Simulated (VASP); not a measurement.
# Si8N in VASP: single point with PBE+D3(BJ)

Aim: the single point of Si8N with PBE+D3(BJ).

All numbers are computed with VASP 6.6.1; they aren't measurements. Logs are shortened: lines on timing, memory, paths and dates and some standing lists are left out, and cuts for length are marked.

**1. The cell of the first run**

The cell holds a slab with vacuum, 18 atoms: a = 7.631 Å, b = 6.313 Å, c = 23.032 Å, α = 90.00°, β = 90.00°, γ = 90.00°.

**2. Single point, PBE+D3(BJ)**

The input, INCAR:

```
SYSTEM = Si8N
PREC = Accurate ; ENCUT = 520
EDIFF = 1E-6 ; ISMEAR = 0
SIGMA = 0.05 ; LREAL = Auto
LASPH = .True. ; NELM = 80
ALGO = Normal ; ISIF = 2
LWAVE = .False. ; LCHARG = .False.
LDIPOL = .True. ; IDIPOL = 3
DIPOL = 0.5 0.5 0.298 ; GGA = PE
IVDW = 12 ; NBANDS = 52
```

The input, KPOINTS:

```
regular mesh
0
Gamma
  4 4 1
  0 0 0
```

The input, POSCAR:

```
Si8N
1.0
    7.6310340417      0.0000000000      0.0000000000
    0.0000000000      6.3129357835      0.0000000000
    0.0000000000      0.0000000000     23.0318711348
Si N
16 2
Direct
    0.0000000000      0.9369021389      0.1736723854
    0.5000000000      0.9369021389      0.1736723854
    0.0000000000      0.5630978611      0.1736723854
    0.5000000000      0.5630978611      0.1736723854
    0.2500000000      0.4369021389      0.2214950258
    0.7500000000      0.4369021389      0.2214950258
    0.2500000000      0.0630978611      0.2214950258
    0.7500000000      0.0630978611      0.2214950258
    0.2500000000      0.9332664455      0.3177235001
    0.7500000000      0.9332664455      0.3177235001
    0.2500000000      0.5667335545      0.3177235001
    0.7500000000      0.5667335545      0.3177235001
    0.0000000000      0.4266292811      0.3574121741
    0.5000000000      0.4266292811      0.3574121741
    0.0000000000      0.0733707189      0.3574121741
    0.5000000000      0.0733707189      0.3574121741
    0.2500000000      0.6766292811      0.5180591305
    0.2500000000      0.6766292811      0.5658190365
```

Potentials or basis: VASP PAW PBE potentials, release 64 (Si, N).

On the command line:

```sh
$ cat potpaw_PBE.64/Si/POTCAR potpaw_PBE.64/N/POTCAR > POTCAR
$ mpirun -np 1 vasp_std > vasp.out
```

OUTCAR:

```text
SYSTEM = Si8N
   PREC = Accurate
   ENCUT = 520
   EDIFF = 1E-6
   ISMEAR = 0
   LREAL = Auto
   LASPH = .True.
   NELM = 80
   ISIF = 2
   GGA = PE
   IVDW = 12
 IVDW          = 12

 ion  position               nearest neighbor table
   1  0.000  0.937  0.174-   7 2.34   8 2.34   3 2.36
   2  0.500  0.937  0.174-   7 2.34   8 2.34   4 2.36
   3  0.000  0.563  0.174-   5 2.34   6 2.34   1 2.36
   4  0.500  0.563  0.174-   5 2.34   6 2.34   2 2.36
   5  0.250  0.437  0.221-   3 2.34   4 2.34   7 2.36  11 2.36
   6  0.750  0.437  0.221-   3 2.34   4 2.34   8 2.36  12 2.36
   7  0.250  0.063  0.221-   1 2.34   2 2.34   5 2.36   9 2.36
   8  0.750  0.063  0.221-   1 2.34   2 2.34   6 2.36  10 2.36
   9  0.250  0.933  0.318-  15 2.29  16 2.29  11 2.31   7 2.36
  10  0.750  0.933  0.318-  15 2.29  16 2.29  12 2.31   8 2.36
  11  0.250  0.567  0.318-  13 2.29  14 2.29   9 2.31   5 2.36
  12  0.750  0.567  0.318-  13 2.29  14 2.29  10 2.31   6 2.36
  13  0.000  0.427  0.357-  15 2.23  12 2.29  11 2.29
  14  0.500  0.427  0.357-  16 2.23  12 2.29  11 2.29
  15  0.000  0.073  0.357-  13 2.23  10 2.29   9 2.29
  16  0.500  0.073  0.357-  14 2.23  10 2.29   9 2.29
  17  0.250  0.677  0.518-  18 1.10
  18  0.250  0.677  0.566-  17 1.10

  LATTYP: Found a simple orthorhombic cell.
 ALAT       =     6.3129357835
 B/A-ratio  =     1.2087932308
 C/A-ratio  =     3.6483613844

  Lattice vectors:

 A1 = (   0.0000000000,  -6.3129357835,   0.0000000000)
 A2 = (   7.6310340417,   0.0000000000,   0.0000000000)
 A3 = (   0.0000000000,   0.0000000000,  23.0318711348)

Analysis of symmetry for initial positions (statically):
=====================================================================
 Subroutine PRICEL returns:
 Original cell was already a primitive cell.

 Routine SETGRP: Setting up the symmetry group for a
 simple orthorhombic supercell.

 Subroutine GETGRP returns: Found  2 space group operations
 (whereof  1 operations were pure point group operations)
 out of a pool of  8 trial point group operations.

The static configuration has the point symmetry C_1 .
 The point group associated with its full space group is C_1h.

Analysis of symmetry for dynamics (positions and initial velocities):
=====================================================================
 Subroutine PRICEL returns:
 Original cell was already a primitive cell.

 Routine SETGRP: Setting up the symmetry group for a
 simple orthorhombic supercell.

 Subroutine GETGRP returns: Found  2 space group operations
 (whereof  1 operations were pure point group operations)
 out of a pool of  8 trial point group operations.

[... 133 lines left out ...]
   EFERMI_NEDOS =   21; number of points for ismear=-14 and -15
   IALGO  =     38    algorithm
   IMIX   =      4    mixing-type and parameters
     AMIX     =   0.40;   BMIX     =  1.00
     AMIX_MAG =   1.60;   BMIX_MAG =  1.00
  volume/ion in A,a.u.               =      61.64       415.98
  Fermi-wavevector in a.u.,A,eV,Ry     =   0.663902  1.254593  5.996986  0.440766
  Thomas-Fermi vector in A             =   1.737424
   LORBIT       =      0    0 simple, 1 ext, 2 COOP (PROOUT), +10 PAW based schemes
   GGA     = PE    functional components
   LHFCALC =     F    Hartree Fock is set to
   AEXX    =    0.0000 exact exchange contribution
   IVDW    =    12    specifies the selected vdW correction
   LEPSILON=     F    determine dielectric tensor
   LRPA    =     F    only Hartree local field effects (RPA)
 non-spin polarized calculation
 Gauss-broadening in eV      SIGMA  =   0.05
  energy-cutoff  :      520.00
  volume of cell :     1109.54
 maximum number of plane-waves:     29920
 NGX is ok and might be reduce to    60
   NGX = 29   NGY = 23   NGZ = 85

 dipolmoment           0.000000      0.000000      0.000031 electrons x Angstroem

 number of electron      73.9999999 magnetization

 dipolmoment           0.000000      0.000000     -0.028355 electrons x Angstroem

 Free energy of the ion-electron system (eV)
  ---------------------------------------------------
  ext. energy  EPLUGINS =         0.00000000
  ---------------------------------------------------
  free energy    TOTEN  =       -95.42086592 eV

  energy without entropy =      -95.41627549  energy(sigma->0) =      -95.41857070

 E-fermi :  -1.4899     XC(G=0):  -3.7135

 val. band max:       -1.5414146923   @ k =   0.0000   0.2500   0.0000
 cond. band min:      -1.4435557598   @ k =   0.2500   0.5000   0.0000
 fundamental gap:      0.0978589324
 Fermi energy:        -1.4899230554

 k-point     1 :       0.0000    0.0000    0.0000
  band No.  band energies     occupation
      1     -25.3536      2.00000
      2     -13.1444      2.00000
      3     -11.8294      2.00000
      4     -11.4525      2.00000
      5     -10.7781      2.00000
      6     -10.5253      2.00000
[... 457 lines left out ...]
     48       1.8733      0.00000
     49       1.8925      0.00000
 [bands above 49 left out]

------------------------ aborting loop because EDIFF is reached ----------------------------------------

 vacuum level on the upper side and lower side of the slab       (xc-potential included)        -0.155        -0.047

 Edisp (eV)   -4.24425

 E8    (eV) :    -1.8307

  FORCE on cell =-STRESS in cart. coord.  units (eV):
  Direction    XX          YY          ZZ          XY          YZ          ZX
  --------------------------------------------------------------------------------------
  -------------------------------------------------------------------------------------
  Total       3.63969    -2.13767    -1.27135     0.00000     0.00445     0.00000
  in kB       5.25570    -3.08679    -1.83582     0.00000     0.00643     0.00000
  external pressure =        0.11 kB  Pullay stress =        0.00 kB

 VOLUME and BASIS-vectors are now :
 -----------------------------------------------------------------------------
  energy-cutoff  :      520.00
  volume of cell :     1109.54
      direct lattice vectors                 reciprocal lattice vectors
     7.631034042  0.000000000  0.000000000     0.131043839  0.000000000  0.000000000
     0.000000000  6.312935784  0.000000000     0.000000000  0.158404906  0.000000000
     0.000000000  0.000000000 23.031871135     0.000000000  0.000000000  0.043418096

 POSITION                                       TOTAL-FORCE (eV/Angst)
 -----------------------------------------------------------------------------------
      0.00000      5.91460      4.00000         0.000607     -0.779426      0.628755
      3.81552      5.91460      4.00000        -0.000607     -0.779426      0.628755
      0.00000      3.55480      4.00000        -0.000764      0.779306      0.627007
      3.81552      3.55480      4.00000         0.000764      0.779306      0.627007
      1.90776      2.75814      5.10144         0.000000      0.013449     -0.587268
      5.72328      2.75814      5.10144         0.000000      0.013424     -0.590117
[... 10 lines left out ...]
      1.90776      4.27152     11.93187         0.000000      0.002918     -2.153483
      1.90776      4.27152     13.03187         0.000000     -0.001894      2.100277
 -----------------------------------------------------------------------------------
    total drift:                               -0.000000     -0.000023      0.020782

  FREE ENERGIE OF THE ION-ELECTRON SYSTEM (eV)
  ---------------------------------------------------
  free  energy   TOTEN  =       -99.6651195881 eV

  energy  without entropy=      -99.6605291516  energy(sigma->0) =      -99.66282437

 vacuum level on the upper side and lower side of the slab         3.065         3.178
```

stdout:

```text
POSCAR found type information on POSCAR SiN
 POSCAR found :  2 types and      18 ions
 scaLAPACK will be used
 LDA part: xc-table for (Slater+PW92), standard interpolation
 POSCAR, INCAR and KPOINTS ok, starting setup
 FFT: planning ... GRIDC
 FFT: planning ... GRID_SOFT
 FFT: planning ... GRID
 WAVECAR not read
 entering main loop
```

Run time: 22 min. Hardware: 1 thread of Intel Xeon Platinum 8375C at 2.90GHz (Ice Lake), shared host; peak memory 1.1 GiB.

What came out:

| Property | Result |
| --- | --- |
| Free energy | -99.6651 eV |
| Largest force | 2.153 eV/Å |
| Band gap on the k mesh | zero (bands 37 and 38 overlap by 0.36 eV) |
| Dispersion energy per atom | -0.236 eV |

Forces on the atoms (eV/Å):
```
Si   0.001 -0.779  0.629
Si  -0.001 -0.779  0.629
Si  -0.001  0.779  0.627
Si   0.001  0.779  0.627
Si   0.000  0.013 -0.587
Si   0.000  0.013 -0.590
Si   0.000 -0.015 -0.590
Si   0.000 -0.013 -0.592
Si   0.000 -0.007  0.001
Si   0.000 -0.005  0.000
Si   0.000  0.007  0.005
Si   0.000  0.005 -0.001
Si   0.005 -0.065 -0.027
Si  -0.005 -0.065 -0.027
Si   0.003  0.065 -0.025
Si  -0.003  0.065 -0.025
N    0.000  0.003 -2.153
N    0.000 -0.002  2.100
```

Levels at points of the mesh, in eV from the Fermi level:
```csv
k point,band 35,band 36,band 37,band 38,band 39,band 40
"(0.00, 0.00, 0.00)",-0.60,-0.10,-0.07,0.06,0.29,1.20
"(0.50, 0.00, 0.00)",-1.17,-0.11,-0.11,0.73,0.73,1.36
"(0.00, 0.50, 0.00)",-0.98,-0.97,-0.52,0.23,0.44,0.74
"(0.50, 0.50, 0.00)",-0.66,-0.46,-0.45,0.28,0.28,0.52
```

Caveat: the standard files for N, O and F lose accuracy on very short bonds.

The gap in the log of VASP goes by the Fermi energy; the results here count the filled bands.